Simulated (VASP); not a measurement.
Set up this calculation in VASP 6.6.1, as the native input.

```
Task                   : single point
Functional             : PBE
Potentials or basis    : VASP PAW PBE potentials, release 64 (Al, O)
Cutoff                 : 520 eV
k mesh                 : 4 × 4 × 4
Occupations            : gaussian, width 0.1 eV
Spin                   : no spin polarisation
Dipole correction      : no
Further INCAR settings : ALGO = Normal; EDIFF = 1e-06; NBANDS = 24
```

The structure of AlO2 lies in POSCAR:

```
AlO2
1.0
    0.0000000000      3.3952700600      3.3952700600
    3.3952700600      0.0000000000      3.3952700600
    3.3952700600      3.3952700600      0.0000000000
Al O
2 4
Direct
    0.2500000000      0.2500000000      0.2500000000
    0.0000000000      0.0000000000      0.0000000000
    0.6250000000      0.1250000000      0.6250000000
    0.6250000000      0.6250000000      0.1250000000
    0.1250000000      0.6250000000      0.6250000000
    0.6250000000      0.6250000000      0.6250000000
```

These files were run (other wordings do the same):

INCAR

```
SYSTEM = AlO2
ALGO     = Normal         ! electronic algorithm
EDIFF    = 1E-6           ! SCF threshold, eV
ENCUT    = 520            ! plane-wave cutoff, eV
GGA      = PE             ! functional
ISIF     = 2              ! what is computed and relaxed
ISMEAR   = 0              ! smearing method
LASPH    = .True.         ! aspherical terms in the spheres
LCHARG   = .False.        ! write CHGCAR
LREAL    = .False.        ! projectors in reciprocal space
LWAVE    = .False.        ! write WAVECAR
NBANDS   = 24             ! bands
NELM     = 60             ! most SCF steps
PREC     = Accurate       ! precision mode
SIGMA    = 0.1            ! smearing width, eV
```

KPOINTS

```
k-points
0
Gamma
  4 4 4
  0 0 0
```

Potentials or basis: VASP PAW PBE potentials, release 64 (Al, O).

Command:

```console
$ cat potpaw_PBE.64/Al/POTCAR potpaw_PBE.64/O/POTCAR > POTCAR
$ mpirun -np 1 vasp_std > vasp.out
```

It gave:

| Quantity | Value |
| --- | --- |
| Pressure | -18.3 GPa |
| Band gap on the k mesh | zero (band 15 reaches 3.87 eV, above the bottom of band 16 at 3.21 eV) |

Caveat: the k points lie up to 0.40 Å⁻¹ apart.

It used 15 s of CPU time on 1 thread of AMD EPYC 7R13 Processor (Zen 3) (shared host).
